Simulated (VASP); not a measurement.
# Cs2TaSiF6 (Fm-3m) in VASP: single point with LDA

Aim: the single point of Cs2TaSiF6 with LDA.

All numbers are computed with VASP 6.6.1; they aren't measurements. Logs are shortened: lines on timing, memory, paths and dates and some standing lists are left out, and cuts for length are marked.

## 1. The cell of the first run

It takes space group Fm-3m (No. 225, cubic). The conventional cell has a = 9.170 Å, b = 9.170 Å, c = 9.170 Å, α = 90.00°, β = 90.00°, γ = 90.00°. Ta (site symmetry m-3m) has 6 F at 1.93 Å within 2.6 Å. Within 2.8 Å of F (site symmetry 4mm) lie 1 Ta at 1.93 Å and 1 Si at 2.66 Å and 4 F at 2.72 Å. Cs (site symmetry -43m) has 12 F at 3.26 Å and 4 Ta at 3.97 Å and 4 Si at 3.97 Å within 4.3 Å. Within 3.5 Å of Si (site symmetry m-3m) lie 6 F at 2.66 Å.

## 2. Single point, LDA

Input file POSCAR:

```
Cs2TaSiF6
1.0
    0.0000000000      4.5849940000      4.5849940000
    4.5849940000      0.0000000000      4.5849940000
    4.5849940000      4.5849940000      0.0000000000
Ta F Cs Si
1 6 2 1
Direct
    0.0000000000      0.0000000000      0.0000000000
    0.7900000000      0.2100000000      0.2100000000
    0.2100000000      0.7900000000      0.2100000000
    0.2100000000      0.7900000000      0.7900000000
    0.7900000000      0.2100000000      0.7900000000
    0.2100000000      0.2100000000      0.7900000000
    0.7900000000      0.7900000000      0.2100000000
    0.2500000000      0.2500000000      0.2500000000
    0.7500000000      0.7500000000      0.7500000000
    0.5000000000      0.5000000000      0.5000000000
```

Input file INCAR.step1:

```
ALGO     = Normal         # electronic algorithm
EDIFF    = 1E-6           # SCF threshold, eV
ENCUT    = 520            # plane-wave cutoff, eV
GGA      = CA             # functional
ISIF     = 2              # what is computed and relaxed
ISMEAR   = -5             # smearing method
LASPH    = True           # aspherical terms in the spheres
LCHARG   = True           # write CHGCAR
LMAXMIX  = 4              # l up to which the mixer works
LREAL    = False          # projectors in reciprocal space
LWAVE    = False          # write WAVECAR
NBANDS   = 48             # bands
NELM     = 60             # most SCF steps
PREC     = Accurate       # precision mode
SIGMA    = 0.1            # smearing width, eV
```

Input file KPOINTS.step1:

```
k-points
0
Gamma
  5 5 5
```

Input file INCAR.step2:

```
ALGO     = Normal         # electronic algorithm
EDIFF    = 1E-6           # SCF threshold, eV
ENCUT    = 520            # plane-wave cutoff, eV
GGA      = CA             # functional
ICHARG   = 11             # starting density
ISIF     = 2              # what is computed and relaxed
ISMEAR   = -5             # smearing method
LASPH    = True           # aspherical terms in the spheres
LCHARG   = False          # write CHGCAR
LMAXMIX  = 4              # l up to which the mixer works
LORBIT   = 11             # projections on sites
LREAL    = False          # projectors in reciprocal space
LWAVE    = False          # write WAVECAR
NEDOS    = 2001           # points of the DOS
NELM     = 60             # most SCF steps
PREC     = Accurate       # precision mode
SIGMA    = 0.1            # smearing width, eV
```

Input file KPOINTS.step2:

```
k-points
0
Gamma
  8 8 8
```

Potentials or basis: VASP PAW LDA potentials, release 64 (Ta_pv, F, Cs_sv, Si).

Launch:

```
> cat potpaw_LDA.64/Ta_pv/POTCAR potpaw_LDA.64/F/POTCAR potpaw_LDA.64/Cs_sv/POTCAR potpaw_LDA.64/Si/POTCAR > POTCAR
> cp INCAR.step1 INCAR
> cp KPOINTS.step1 KPOINTS
> mpirun -np 1 vasp_std > vasp.out
> cp INCAR.step2 INCAR
> cp KPOINTS.step2 KPOINTS
> mpirun -np 1 vasp_std > vasp.out
```

OUTCAR:

```text
EDIFF = 1E-6
   ENCUT = 520
   GGA = CA
   ICHARG = 11
   ISIF = 2
   ISMEAR = -5
   LASPH = True
   LORBIT = 11
   LREAL = False
   NELM = 60
   PREC = Accurate

 ion  position               nearest neighbor table
   1  0.000  0.000  0.000-   2 1.93   3 1.93   4 1.93   5 1.93   6 1.93   7 1.93
   2  0.790  0.210  0.210-   1 1.93
   3  0.210  0.790  0.210-   1 1.93
   4  0.210  0.790  0.790-   1 1.93
   5  0.790  0.210  0.790-   1 1.93
   6  0.210  0.210  0.790-   1 1.93
   7  0.790  0.790  0.210-   1 1.93
   8  0.250  0.250  0.250-
   9  0.750  0.750  0.750-
  10  0.500  0.500  0.500-

  LATTYP: Found a face centered cubic cell.
 ALAT       =     9.1699880000

  Lattice vectors:

 A1 = (   0.0000000000,   4.5849940000,   4.5849940000)
 A2 = (   4.5849940000,   0.0000000000,   4.5849940000)
 A3 = (   4.5849940000,   4.5849940000,   0.0000000000)

Analysis of symmetry for initial positions (statically):
=====================================================================
 Subroutine PRICEL returns:
 Original cell was already a primitive cell.

 Routine SETGRP: Setting up the symmetry group for a
 face centered cubic supercell.

 Subroutine GETGRP returns: Found 48 space group operations
 (whereof 48 operations were pure point group operations)
 out of a pool of 48 trial point group operations.

The static configuration has the point symmetry O_h .

Analysis of symmetry for dynamics (positions and initial velocities):
=====================================================================
 Subroutine PRICEL returns:
 Original cell was already a primitive cell.

 Routine SETGRP: Setting up the symmetry group for a
 face centered cubic supercell.

 Subroutine GETGRP returns: Found 48 space group operations
 (whereof 48 operations were pure point group operations)
 out of a pool of 48 trial point group operations.

The dynamic configuration has the point symmetry O_h .

 Subroutine INISYM returns: Found 48 space group operations
 (whereof 48 operations are pure point group operations),
 and found     1 'primitive' translations

----------------------------------------------------------------------------------------

                                     Primitive cell

  volume of cell :     192.7730

  direct lattice vectors                    reciprocal lattice vectors
     0.000000000  4.584994000  4.584994000    -0.109051397  0.109051397  0.109051397
     4.584994000  0.000000000  4.584994000     0.109051397 -0.109051397  0.109051397
     4.584994000  4.584994000  0.000000000     0.109051397  0.109051397 -0.109051397

  length of vectors
     6.484160698  6.484160698  6.484160698     0.188882560  0.188882560  0.188882560

  position of ions in fractional coordinates (direct lattice)
     0.000000000  0.000000000  0.000000000
     0.790000000  0.210000000  0.210000000
     0.210000000  0.790000000  0.210000000
     0.210000000  0.790000000  0.790000000
     0.790000000  0.210000000  0.790000000
     0.210000000  0.210000000  0.790000000
     0.790000000  0.790000000  0.210000000
     0.250000000  0.250000000  0.250000000
     0.750000000  0.750000000  0.750000000
     0.500000000  0.500000000  0.500000000

  ion indices of the primitive-cell ions
   primitive index   ion index
                 1           1
                 2           2
                 3           3
                 4           4
                 5           5
                 6           6
                 7           7
                 8           8
                 9           9
                10          10

----------------------------------------------------------------------------------------

 KPOINTS: k-points

Automatic generation of k-mesh.
 Grid dimensions read from file:
 generate k-points for:    8    8    8

 Generating k-lattice:

  Cartesian coordinates                     Fractional coordinates (reciprocal lattice)
    -0.013631425  0.013631425  0.013631425     0.125000000  0.000000000  0.000000000
     0.013631425 -0.013631425  0.013631425     0.000000000  0.125000000  0.000000000
     0.013631425  0.013631425 -0.013631425     0.000000000  0.000000000  0.125000000

  Length of vectors
     0.023610320  0.023610320  0.023610320

  Shift w.r.t. Gamma in fractional coordinates (k-lattice)
     0.000000000  0.000000000  0.000000000

 TETIRR: Found     76 inequivalent tetrahedra from     3072

 Subroutine IBZKPT returns following result:
 ===========================================

 Found     29 irreducible k-points:

 Following reciprocal coordinates:
            Coordinates               Weight
  0.000000  0.000000  0.000000      1.000000
  0.125000  0.000000  0.000000      8.000000
  0.250000  0.000000  0.000000      8.000000
  0.375000  0.000000  0.000000      8.000000
  0.500000  0.000000  0.000000      4.000000
  0.125000  0.125000  0.000000      6.000000
[... 16 lines left out ...]
  0.500000  0.250000  0.125000     48.000000
 -0.375000  0.250000  0.125000     24.000000
 [... further k-points ...]
   k-points           NKPTS =     29   k-points in BZ     NKDIM =     29   number of bands    NBANDS=     45
   number of dos      NEDOS =   2001   number of ions     NIONS =     10
   total plane-waves  NPLWV = 110592
   dimension x,y,z NGX =    48 NGY =   48 NGZ =   48
   dimension x,y,z NGXF=    96 NGYF=   96 NGZF=   96
   ions per type =               1   6   2   1
   NGX,Y,Z   is equivalent  to a cutoff of  12.31, 12.31, 12.31 a.u.
   NGXF,Y,Z  is equivalent  to a cutoff of  24.61, 24.61, 24.61 a.u.
 SYSTEM =  unknown system
   PREC   = accura    normal or accurate (medium, high low for compatibility)
   ISTART =      0    job   : 0-new  1-cont  2-samecut
   ICHARG =     11    charge: 1-file 2-atom 10-const
   ISPIN  =      1    spin polarized calculation?
   LNONCOLLINEAR =      F non collinear calculations
   LSORBIT =      F    spin-orbit coupling
   LASPH  =      T    aspherical Exc in radial PAW
   ENCUT  =  520.0 eV  38.22 Ry    6.18 a.u.  12.06 12.06 12.06*2*pi/ulx,y,z
   NELM   =     60;   NELMIN=  2; NELMDL=  0     # of ELM steps
   EDIFF  = 0.1E-05   stopping-criterion for ELM
   LREAL  =      F    real-space projection
   EDIFFG = 0.1E-04   stopping-criterion for IOM
   NSW    =      0    number of steps for IOM
   IBRION =     -1    ionic relax: 0-MD 1-quasi-New 2-CG
   NFREE  =      0    steps in history (QN), initial steepest desc. (CG)
   ISIF   =      2    stress and relaxation
   ISYM   =      2    0-nonsym 1-usesym 2-fastsym
   POTIM  = 0.5000    time-step for ionic-motion
   TEBEG  =    0.0;   TEEND  =   0.0 temperature during run
   PSTRESS=    0.0 pullay stress
   NELECT =      75.0000    total number of electrons
   NUPDOWN=      -1.0000    fix difference up-down
   EMIN   =  10.00;   EMAX   =-10.00  energy-range for DOS
   EFERMI =   0.00;   METHOD = LEGACY
   ISMEAR =    -5;   SIGMA  =   0.10  broadening in eV -4-tet -1-fermi 0-gaus
   EFERMI_NEDOS =   21; number of points for ismear=-14 and -15
   IALGO  =     38    algorithm
   IMIX   =      4    mixing-type and parameters
     AMIX     =   0.40;   BMIX     =  1.00
     AMIX_MAG =   1.60;   BMIX_MAG =  1.00
  volume/ion in A,a.u.               =      19.28       130.09
  Fermi-wavevector in a.u.,A,eV,Ry     =   1.195124  2.258458 19.433508  1.428323
  Thomas-Fermi vector in A             =   2.331098
   LORBIT       =     11    0 simple, 1 ext, 2 COOP (PROOUT), +10 PAW based schemes
   GGA     = CA    functional components
   LHFCALC =     F    Hartree Fock is set to
   AEXX    =    0.0000 exact exchange contribution
   IVDW    =     0    specifies the selected vdW correction
   LEPSILON=     F    determine dielectric tensor
   LRPA    =     F    only Hartree local field effects (RPA)
 non-spin polarized calculation
 Fermi weights with tetrahedron method with Bloechl corrections
  energy-cutoff  :      520.00
  volume of cell :      192.77
 maximum number of plane-waves:      5218

 number of electron      75.0000005 magnetization

 Free energy of the ion-electron system (eV)
  ---------------------------------------------------
  ext. energy  EPLUGINS =         0.00000000
  ---------------------------------------------------
  free energy    TOTEN  =       -56.38733884 eV

  energy without entropy =      -56.38733884  energy(sigma->0) =      -56.38733884

 E-fermi :   3.9929     XC(G=0):  -9.5517

 val. band max:        4.0043838430   @ k =  -0.3750   0.3750   0.1250
 cond. band min:       3.9917986445   @ k =  -0.3750   0.2500   0.0000
 fundamental gap:     -0.0125851986
 Fermi energy:         3.9928716271

 k-point     1 :       0.0000    0.0000    0.0000
  band No.  band energies     occupation
      1     -33.9961      2.00000
      2     -33.9961      2.00000
      3     -33.9961      2.00000
      4     -22.4963      2.00000
      5     -22.2232      2.00000
      6     -22.2232      2.00000
[... 37 lines left out ...]
     44       5.9973      0.00000
     45       5.9973      0.00000
[... 1063 lines left out ...]
      5     -22.2340      2.00000
      6     -22.2284      2.00000
[... 37 lines left out ...]
     44       7.1463      0.00000
     45       7.2619      0.00000

 [... further k-points ...]

------------------------ aborting loop because EDIFF is reached ----------------------------------------

  FORCE on cell =-STRESS in cart. coord.  units (eV):
  Direction    XX          YY          ZZ          XY          YZ          ZX
  --------------------------------------------------------------------------------------
  -------------------------------------------------------------------------------------
  Total        4.8588645      4.8588645      4.8588645      0.0000000      0.0000000     -0.0000000
  in kB       40.3830450     40.3830450     40.3830450      0.0000000      0.0000000     -0.0000000
  external PRESSURE =      40.3830450 kB  Pullay stress =       0.0000000 kB

 VOLUME and BASIS-vectors are now :
 -----------------------------------------------------------------------------
  energy-cutoff  :      520.00
  volume of cell :      192.77
      direct lattice vectors                 reciprocal lattice vectors
     0.000000000  4.584994000  4.584994000    -0.109051397  0.109051397  0.109051397
     4.584994000  0.000000000  4.584994000     0.109051397 -0.109051397  0.109051397
     4.584994000  4.584994000  0.000000000     0.109051397  0.109051397 -0.109051397

 POSITION                                       TOTAL-FORCE (eV/Angst)
 -----------------------------------------------------------------------------------
      0.00000      0.00000      0.00000        -0.000000      0.000000     -0.000000
      1.92570      4.58499      4.58499         0.468552      0.000000     -0.000000
      4.58499      1.92570      4.58499        -0.000000      0.468552     -0.000000
      7.24429      4.58499      4.58499        -0.468552      0.000000     -0.000000
      4.58499      7.24429      4.58499        -0.000000     -0.468552     -0.000000
      4.58499      4.58499      1.92570        -0.000000      0.000000      0.468552
      4.58499      4.58499      7.24429        -0.000000      0.000000     -0.468552
      2.29250      2.29250      2.29250        -0.000000     -0.000000     -0.000000
      6.87749      6.87749      6.87749         0.000000      0.000000      0.000000
      4.58499      4.58499      4.58499        -0.000000      0.000000     -0.000000
 -----------------------------------------------------------------------------------
    total drift:                               -0.000000     -0.000000     -0.000000

  FREE ENERGIE OF THE ION-ELECTRON SYSTEM (eV)
  ---------------------------------------------------
  free  energy   TOTEN  =       -56.3873388422 eV

  energy  without entropy=      -56.3873388422  energy(sigma->0) =      -56.38733884

 total charge

# of ion       s       p       d       tot
------------------------------------------
    1        0.339   6.344   2.312   8.995
    2        1.742   4.331   0.000   6.072
    3        1.742   4.331   0.000   6.072
    4        1.742   4.331   0.000   6.072
    5        1.742   4.331   0.000   6.072
    6        1.742   4.331   0.000   6.072
    7        1.742   4.331   0.000   6.072
    8        1.831   4.677   0.038   6.545
    9        1.831   4.677   0.038   6.545
   10        0.964   0.571   0.000   1.535
--------------------------------------------------
tot         15.414  42.253   2.388  60.055
```

It took 6.8 min on 1 thread of Intel Xeon 8259CL, shared host; peak memory 0.38 GiB.

What came out:

```
Valence electrons inside the program's atomic spheres : Ta 8.99; F 6.07; Cs 6.54; Si 1.53
```

Caveat: spin-orbit coupling is left out, which moves the levels of the heavy elements; an odd number of electrons without spin polarisation forces a metal; a magnetic or distorted state may lie lower; tetrahedron occupations give inexact forces and stress in metals.
